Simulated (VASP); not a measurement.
Crystal: MgCdO.

```xyz
3
Lattice="3.2279 0.0000 0.0000 0.0000 3.2279 0.0000 0.0000 0.0000 4.4375" Properties=species:S:1:pos:R:3 pbc="T T T"
Mg    0.0000    0.0000    2.2188
Cd    0.0000    0.0000    0.0000
O     1.6139    1.6139    0.0000
```

| Quantity | Value |
| --- | --- |
| Program | VASP 6.6.1 |
| Task | relaxation of cell and atoms |
| Functional | PBE |
| Potentials or basis | VASP PAW PBE potentials, release 64 (Mg, Cd, O) |
| Cutoff | 600 eV |
| k mesh | 6 × 6 × 4 |
| Occupations | gaussian, width 0.1 eV |
| Spin | no spin polarisation |

At the start: pressure 28.6 GPa; volume 15.41 Å³/atom.

Q: Where does the relaxation end?

A: Over 8 steps the energy falls by 797.5 meV/atom and the volume is 20.65 Å³/atom (+34.0 %); space group P4/mmm (No. 123, to 0.05 Å).

Step by step:
```
step  energy change (eV)  largest force (eV/Å)  pressure (GPa)  volume (Å³)
   1              0.0000                0.0000           28.62        46.23
   2             -2.2158                0.0000           -4.32        65.88
   3             -2.2153                0.0000           -3.15        64.08
   4             -2.2176                0.0000           -4.00        65.38
   5             -2.3831                0.0000            0.15        61.25
   6             -2.3854                0.0000            0.94        60.76
   7             -2.3917                0.0000            0.40        61.56
   8             -2.3925                0.0000            0.14        61.96
```

Final structure:
```
Mg Cd O
1.0
     3.18681    0.00000    0.00000
     0.00000    3.18681    0.00000
     0.00000    0.00000    6.10053
Mg Cd O
1 1 1
Direct
  0.00000 0.00000 0.50000
  0.00000 0.00000 0.00000
  0.50000 0.50000 0.00000
```

Caveat: the volume moved by over 15 % at a fixed basis, so the end points are rough.
